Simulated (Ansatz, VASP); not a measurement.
One calculation of Te2Mo, two programs

File INCAR:

```
SYSTEM = Te2Mo
  PREC = Accurate
  ENCUT = 520
  EDIFF = 1E-6
  ISMEAR = 0
  SIGMA = 0.05
  LREAL = .FALSE.
  LASPH = .TRUE.
  NELM = 100
  ALGO = Normal
  ISIF = 2
  LWAVE = .FALSE.
  LCHARG = .FALSE.
  LDIPOL = .TRUE.
  IDIPOL = 3
  DIPOL = 0.5 0.5 0.416
  GGA = PE
  IVDW = 12
  NBANDS = 35
```

Contents of KPOINTS:

```
regular mesh
0
G
  9 9 1
  0 0 0
```

The input POSCAR:

```
Te2Mo
1.0
    3.5038816881      0.0000000000      0.0000000000
   -1.7519408440      3.0344505538      0.0000000000
    0.0000000000      0.0000000000     24.7677198395
Te Mo
4 2
Direct
    0.3333333333      0.6666666667      0.1816881017
    0.3333333333      0.6666666667      0.3284056818
    0.5000000000      0.6666666667      0.5032300107
    0.5000000000      0.6666666667      0.6499475908
    0.6666666667      0.3333333333      0.2550468917
    0.8333333333      0.3333333333      0.5765888008
```

Input for Ansatz:

```yaml
crystal:
  lattice:
    - [3.5038816881, 0.0, 0.0]
    - [-1.751940844, 3.0344505538, 0.0]
    - [0.0, 0.0, 24.7677198395]
  atoms:
    - { symbol: Te, position: [0.3333333333, 0.6666666667, 0.1816881017] }
    - { symbol: Mo, position: [0.6666666667, 0.3333333333, 0.2550468917] }
    - { symbol: Te, position: [0.3333333333, 0.6666666667, 0.3284056818] }
    - { symbol: Te, position: [0.5, 0.6666666667, 0.5032300107] }
    - { symbol: Mo, position: [0.8333333333, 0.3333333333, 0.5765888008] }
    - { symbol: Te, position: [0.5, 0.6666666667, 0.6499475908] }
basis:
  ecutwfc: 420
kpoints:
  mp_grid: { grid: [9, 9, 1] }
hamiltonian:
  xc: pbe
  pseudopotentials: { kind: paw, azcp: { folder: soft_1 } }
  dispersion: d3bj
scf:
  occupations: { method: gaussian, width: 0.05 }
output:
  forces: true
  eigenvalues: true
efield:
  axis: 3
  dipole_correction: true
  ramp_width: 0.04
```

Alike in both runs: task single point; functional PBE; dispersion D3(BJ); k mesh 9 × 9 × 1; occupations gaussian, width 0.05 eV; no spin polarisation.

|  | VASP | Ansatz |
| --- | --- | --- |
| version | VASP 6.6.1 | Ansatz 0.2.0 |
| potentials or method | VASP PAW PBE potentials, release 64 (Te, Mo_sv), cutoff 520 eV | scalar-relativistic, plane waves, PAW |
| valence electrons in the cell | 52 | 92 |

|  | VASP | Ansatz | Ansatz less VASP |
| --- | --- | --- | --- |
| gap on the k mesh at the Fermi level (eV) | 1.17 | 1.17 | +0.001 |
| least direct gap on the mesh (eV) | 1.17 | 1.17 | +0.001 |
| rms of the force components (eV/Å) | 0.030 | 0.026 | -0.0042 |

VASP's potentials hold 52 valence electrons a cell and Ansatz's 92, so a difference there can come from the potentials and not from the codes.

Spin-orbit coupling is off throughout.
